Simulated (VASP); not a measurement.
Runs of VASP 6.6.1 on Sr. The structure is that of space group Im-3m (No. 229), or close to it. The cells are those of the table. This isn't the form of Sr at room conditions, which is fcc.

```csv
cell,gap on the mesh (eV),pressure (GPa)
"a = 4.324 Å, angles 109.5°, 1 atom",none,-0.9
"a = 4.272 Å, angles 109.5°, 1 atom",none,-0.7
"a = 4.163 Å, angles 109.5°, 1 atom",none,0.0
"a = 4.107 Å, angles 109.5°, 1 atom",none,(b)
"a = 3.990 Å, angles 109.5°, 1 atom",none,(a)
```

Alike in all rows: task single point; level BLYP; potentials or basis VASP PAW PBE potentials, release 64 (Sr_sv); no spin polarisation; k mesh 11 × 11 × 11; cutoff (eV) 520; smearing fermi-dirac 0.1 eV.

Problem. Estimate the missing entries.

Solution. (a) 1.7; (b) 0.5.

Caveats: the PAW data sets were made with another functional, which shifts forces and pressure a little.

A k mesh can miss the band edges, and the runs leave out spin-orbit coupling on Sr.

A gap of «none» marks levels without a gap at the run's occupations.
